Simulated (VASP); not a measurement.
# Al3Cu (R-3m) in VASP: a series of runs

Al3Cu is run at these levels: PBEsol; tasks: single point.

All numbers are computed with VASP 6.6.1; they aren't measurements. Logs are shortened: lines on timing, memory, paths and dates and some standing lists are left out, and cuts for length are marked.

### Step 1. The cell of the first run

Symmetry: R-3m, No. 166, trigonal system. Conventional cell: a = 5.639 Å, b = 5.639 Å, c = 6.423 Å, α = 90.00°, β = 90.00°, γ = 120.00°. Al (site symmetry 2/m) has 8 Al at 2.69 to 2.82 Å and 4 Cu at 2.69 to 2.82 Å within 3.5 Å. Within 3.5 Å of Cu (site symmetry -3m) lie 12 Al at 2.69 to 2.82 Å.

### Step 2. Single point, PBEsol

The input, INCAR:

```
PREC = Accurate ; ENCUT = 520
EDIFF = 1E-7 ; ISMEAR = 0
SIGMA = 0.15 ; LREAL = F
LASPH = T ; NELM = 60
ALGO = Fast ; ISIF = 2
LWAVE = F ; LCHARG = F
GGA = PS ; NBANDS = 18
```

The input, KPOINTS:

```
Automatic mesh
0
Gamma
  14 14 14
```

The input, POSCAR:

```
Al3Cu
1.0
    3.8946134207     -0.0930453718     -0.0930453718
   -0.0930453718      3.8946134207     -0.0930453718
   -0.0930453718     -0.0930453718      3.8946134207
Al Cu
3 1
Direct
    0.0000000000      0.5000000000      0.5000000000
    0.5000000000      0.0000000000      0.5000000000
    0.5000000000      0.5000000000      0.0000000000
    0.0000000000      0.0000000000      0.0000000000
```

Potentials or basis: VASP PAW PBE potentials, release 64 (Al, Cu).

Started as:

```console
$ cat potpaw_PBE.64/Al/POTCAR potpaw_PBE.64/Cu/POTCAR > POTCAR
$ mpirun -np 1 vasp_std > vasp.out
```

OUTCAR:

```text
PREC = Accurate
   ENCUT = 520
   EDIFF = 1E-7
   ISMEAR = 0
   LREAL = F
   LASPH = T
   NELM = 60
   ISIF = 2
   GGA = PS

 ion  position               nearest neighbor table
   1  0.000  0.500  0.500-   2 2.69   3 2.69   4 2.69   4 2.69   3 2.69   2 2.69   4 2.82   3 2.82
                             2 2.82   3 2.82   4 2.82   2 2.82
   2  0.500  0.000  0.500-   1 2.69   3 2.69   4 2.69   3 2.69   4 2.69   1 2.69   3 2.82   3 2.82
                             1 2.82   4 2.82   4 2.82   1 2.82
   3  0.500  0.500  0.000-   1 2.69   2 2.69   4 2.69   2 2.69   1 2.69   4 2.69   4 2.82   1 2.82
                             1 2.82   4 2.82   2 2.82   2 2.82
   4  0.000  0.000  0.000-   1 2.69   2 2.69   3 2.69   1 2.69   2 2.69   3 2.69   3 2.82   1 2.82
                             2 2.82   3 2.82   2 2.82   1 2.82

  LATTYP: Found a trigonal (rhomboedric) cell.
 ALAT       =     3.8968357136
 COS(alpha) =    -0.0471569688

  Lattice vectors:

 A1 = (   3.8946134207,  -0.0930453718,  -0.0930453718)
 A2 = (  -0.0930453718,   3.8946134207,  -0.0930453718)
 A3 = (  -0.0930453718,  -0.0930453718,   3.8946134207)

Analysis of symmetry for initial positions (statically):
=====================================================================
 Subroutine PRICEL returns:
 Original cell was already a primitive cell.

 Routine SETGRP: Setting up the symmetry group for a
 trigonal (rhombohedral) supercell.

 Subroutine GETGRP returns: Found 12 space group operations
 (whereof 12 operations were pure point group operations)
 out of a pool of 12 trial point group operations.

The static configuration has the point symmetry D_3d.

Analysis of symmetry for dynamics (positions and initial velocities):
=====================================================================
 Subroutine PRICEL returns:
 Original cell was already a primitive cell.

 Routine SETGRP: Setting up the symmetry group for a
 trigonal (rhombohedral) supercell.

 Subroutine GETGRP returns: Found 12 space group operations
 (whereof 12 operations were pure point group operations)
 out of a pool of 12 trial point group operations.

The dynamic configuration has the point symmetry D_3d.

 Subroutine INISYM returns: Found 12 space group operations
 (whereof 12 operations are pure point group operations),
 and found     1 'primitive' translations

----------------------------------------------------------------------------------------

                                     Primitive cell

  volume of cell :      58.9708

  direct lattice vectors                    reciprocal lattice vectors
     3.894613421 -0.093045372 -0.093045372     0.257065526  0.006291814  0.006291814
    -0.093045372  3.894613421 -0.093045372     0.006291814  0.257065526  0.006291814
    -0.093045372 -0.093045372  3.894613421     0.006291814  0.006291814  0.257065526

  length of vectors
     3.896835714  3.896835714  3.896835714     0.257219476  0.257219476  0.257219476

  position of ions in fractional coordinates (direct lattice)
     0.000000000  0.500000000  0.500000000
     0.500000000  0.000000000  0.500000000
     0.500000000  0.500000000  0.000000000
     0.000000000  0.000000000  0.000000000

  ion indices of the primitive-cell ions
   primitive index   ion index
                 1           1
                 2           2
                 3           3
                 4           4

----------------------------------------------------------------------------------------

 KPOINTS: Automatic mesh

Automatic generation of k-mesh.
 Grid dimensions read from file:
 generate k-points for:   14   14   14

 Generating k-lattice:

  Cartesian coordinates                     Fractional coordinates (reciprocal lattice)
     0.018361823  0.000449415  0.000449415     0.071428571  0.000000000  0.000000000
     0.000449415  0.018361823  0.000449415     0.000000000  0.071428571  0.000000000
     0.000449415  0.000449415  0.018361823     0.000000000  0.000000000  0.071428571

  Length of vectors
     0.018372820  0.018372820  0.018372820

  Shift w.r.t. Gamma in fractional coordinates (k-lattice)
     0.000000000  0.000000000  0.000000000

 Subroutine IBZKPT returns following result:
 ===========================================

 Found    288 irreducible k-points:

 Following reciprocal coordinates:
            Coordinates               Weight
  0.000000  0.000000  0.000000      1.000000
  0.071429  0.000000  0.000000      6.000000
  0.142857  0.000000  0.000000      6.000000
  0.214286  0.000000  0.000000      6.000000
  0.285714 -0.000000  0.000000      6.000000
  0.357143  0.000000  0.000000      6.000000
[... 16 lines left out ...]
  0.214286  0.142857  0.000000     12.000000
  0.285714  0.142857  0.000000     12.000000
 [... further k-points ...]
   k-points           NKPTS =    288   k-points in BZ     NKDIM =    288   number of bands    NBANDS=     18
   number of dos      NEDOS =    301   number of ions     NIONS =      4
   total plane-waves  NPLWV =  27000
   dimension x,y,z NGX =    30 NGY =   30 NGZ =   30
   dimension x,y,z NGXF=    60 NGYF=   60 NGZF=   60
   ions per type =               3   1
   NGX,Y,Z   is equivalent  to a cutoff of  12.80, 12.80, 12.80 a.u.
   NGXF,Y,Z  is equivalent  to a cutoff of  25.60, 25.60, 25.60 a.u.
 SYSTEM =  unknown system
   PREC   = accura    normal or accurate (medium, high low for compatibility)
   ISTART =      0    job   : 0-new  1-cont  2-samecut
   ICHARG =      2    charge: 1-file 2-atom 10-const
   ISPIN  =      1    spin polarized calculation?
   LNONCOLLINEAR =      F non collinear calculations
   LSORBIT =      F    spin-orbit coupling
   LASPH  =      T    aspherical Exc in radial PAW
   ENCUT  =  520.0 eV  38.22 Ry    6.18 a.u.   7.25  7.25  7.25*2*pi/ulx,y,z
   NELM   =     60;   NELMIN=  2; NELMDL= -5     # of ELM steps
   EDIFF  = 0.1E-06   stopping-criterion for ELM
   LREAL  =      F    real-space projection
   EDIFFG = 0.1E-05   stopping-criterion for IOM
   NSW    =      0    number of steps for IOM
   IBRION =     -1    ionic relax: 0-MD 1-quasi-New 2-CG
   NFREE  =      0    steps in history (QN), initial steepest desc. (CG)
   ISIF   =      2    stress and relaxation
   ISYM   =      2    0-nonsym 1-usesym 2-fastsym
   POTIM  = 0.5000    time-step for ionic-motion
   TEBEG  =    0.0;   TEEND  =   0.0 temperature during run
   PSTRESS=    0.0 pullay stress
   NELECT =      20.0000    total number of electrons
   NUPDOWN=      -1.0000    fix difference up-down
   EMIN   =  10.00;   EMAX   =-10.00  energy-range for DOS
   EFERMI =   0.00;   METHOD = LEGACY
   ISMEAR =     0;   SIGMA  =   0.15  broadening in eV -4-tet -1-fermi 0-gaus
   EFERMI_NEDOS =   21; number of points for ismear=-14 and -15
   IALGO  =     68    algorithm
   IMIX   =      4    mixing-type and parameters
     AMIX     =   0.40;   BMIX     =  1.00
     AMIX_MAG =   1.60;   BMIX_MAG =  1.00
  volume/ion in A,a.u.               =      14.74        99.49
  Fermi-wavevector in a.u.,A,eV,Ry     =   1.141666  2.157437 17.733861  1.303402
  Thomas-Fermi vector in A             =   2.278366
   LORBIT       =      0    0 simple, 1 ext, 2 COOP (PROOUT), +10 PAW based schemes
   GGA     = PS    functional components
   LHFCALC =     F    Hartree Fock is set to
   AEXX    =    0.0000 exact exchange contribution
   IVDW    =     0    specifies the selected vdW correction
   LEPSILON=     F    determine dielectric tensor
   LRPA    =     F    only Hartree local field effects (RPA)
 non-spin polarized calculation
 RMM-DIIS sequential band-by-band and
 Gauss-broadening in eV      SIGMA  =   0.15
  energy-cutoff  :      520.00
  volume of cell :       58.97
 maximum number of plane-waves:      1613
 NGX is ok and might be reduce to    30
   NGX = 15   NGY = 15   NGZ = 15

 number of electron      19.9999995 magnetization

 Free energy of the ion-electron system (eV)
  ---------------------------------------------------
  ext. energy  EPLUGINS =         0.00000000
  ---------------------------------------------------
  free energy    TOTEN  =       -16.68789796 eV

  energy without entropy =      -16.67119390  energy(sigma->0) =      -16.67954593

 E-fermi :   8.3976     XC(G=0): -10.9291

 val. band max:        8.3951727305   @ k =   0.4286   0.2143   0.1429
 cond. band min:       8.4002495844   @ k =  -0.4286   0.2143   0.0000
 fundamental gap:      0.0050768539
 Fermi energy:         8.3976407018

 k-point     1 :       0.0000    0.0000    0.0000
  band No.  band energies     occupation
      1      -2.8679      2.00000
      2       4.0499      2.00000
      3       4.0499      2.00000
      4       4.7405      2.00000
      5       4.7894      2.00000
      6       4.7894      2.00000
[... 10 lines left out ...]
     17      15.1923      0.00000
     18      15.5176      0.00000

 k-point     2 :       0.0714    0.0000    0.0000
  band No.  band energies     occupation
      1      -2.8177      2.00000
      2       3.9601      2.00000
      3       4.0610      2.00000
      4       4.7167      2.00000
      5       4.7550      2.00000
      6       4.7840      2.00000
[... 10 lines left out ...]
     17      15.3167      0.00000
     18      15.9461      0.00000

 k-point     3 :       0.1429    0.0000    0.0000
  band No.  band energies     occupation
      1      -2.6674      2.00000
      2       3.5721      2.00000
      3       4.0922      2.00000
      4       4.6483      2.00000
      5       4.6737      2.00000
      6       4.7810      2.00000
[... 10 lines left out ...]
     17      15.2297      0.00000
     18      15.4352      0.00000

 k-point     4 :       0.2143    0.0000    0.0000
  band No.  band energies     occupation
      1      -2.4179      2.00000
      2       2.8301      2.00000
      3       4.1380      2.00000
      4       4.5594      2.00000
      5       4.5808      2.00000
      6       4.7788      2.00000
[... 375 lines left out ...]
      4       4.4557      2.00000
      5       4.6164      2.00000
      6       4.7432      2.00000
[... 10 lines left out ...]
     17      14.9409      0.00000
     18      15.3907      0.00000

 k-point    23 :       0.2143    0.1429    0.0000
  band No.  band energies     occupation
      1      -2.1896      2.00000
      2       2.8942      2.00000
      3       3.7344      2.00000
      4       4.4033      2.00000
      5       4.5637      2.00000
      6       4.7295      2.00000
[... 10 lines left out ...]
     17      14.8114      0.00000
     18      15.1565      0.00000

 k-point    24 :       0.2857    0.1429    0.0000
  band No.  band energies     occupation
      1      -1.8347      2.00000
      2       2.0499      2.00000
      3       3.8408      2.00000
      4       4.3783      2.00000
      5       4.5025      2.00000
      6       4.7292      2.00000
[... 10 lines left out ...]
     17      14.3326      0.00000
     18      15.3240      0.00000

 [... further k-points ...]

------------------------ aborting loop because EDIFF is reached ----------------------------------------

  FORCE on cell =-STRESS in cart. coord.  units (eV):
  Direction    XX          YY          ZZ          XY          YZ          ZX
  --------------------------------------------------------------------------------------
  -------------------------------------------------------------------------------------
  Total        0.2733743      0.2733743      0.2733743      0.4699574      0.4699574      0.4699574
  in kB        7.4273074      7.4273074      7.4273074     12.7682740     12.7682740     12.7682740
  external PRESSURE =       7.4273074 kB  Pullay stress =       0.0000000 kB

 VOLUME and BASIS-vectors are now :
 -----------------------------------------------------------------------------
  energy-cutoff  :      520.00
  volume of cell :       58.97
      direct lattice vectors                 reciprocal lattice vectors
     3.894613421 -0.093045372 -0.093045372     0.257065526  0.006291814  0.006291814
    -0.093045372  3.894613421 -0.093045372     0.006291814  0.257065526  0.006291814
    -0.093045372 -0.093045372  3.894613421     0.006291814  0.006291814  0.257065526

 POSITION                                       TOTAL-FORCE (eV/Angst)
 -----------------------------------------------------------------------------------
     -0.09305      1.90078      1.90078        -0.000000      0.000000      0.000000
      1.90078     -0.09305      1.90078         0.000000     -0.000000      0.000000
      1.90078      1.90078     -0.09305         0.000000      0.000000      0.000000
      0.00000      0.00000      0.00000         0.000000      0.000000      0.000000
 -----------------------------------------------------------------------------------
    total drift:                                0.000000     -0.000000      0.000000

  FREE ENERGIE OF THE ION-ELECTRON SYSTEM (eV)
  ---------------------------------------------------
  free  energy   TOTEN  =       -16.6878979563 eV

  energy  without entropy=      -16.6711939047  energy(sigma->0) =      -16.67954593
```

It took 3 min on 1 thread of Intel Xeon 6975P-C (Granite Rapids), shared host; peak memory 0.38 GiB.

Results:

```
Free energy            : -16.6879 eV
Pressure               : 0.7 GPa
Band gap on the k mesh : zero (bands 10 and 11 overlap by 4.25 eV)
```

Caveat: the PAW data sets were made with another functional, which shifts forces and pressure a little.

(Continued in part 2 of 2.)
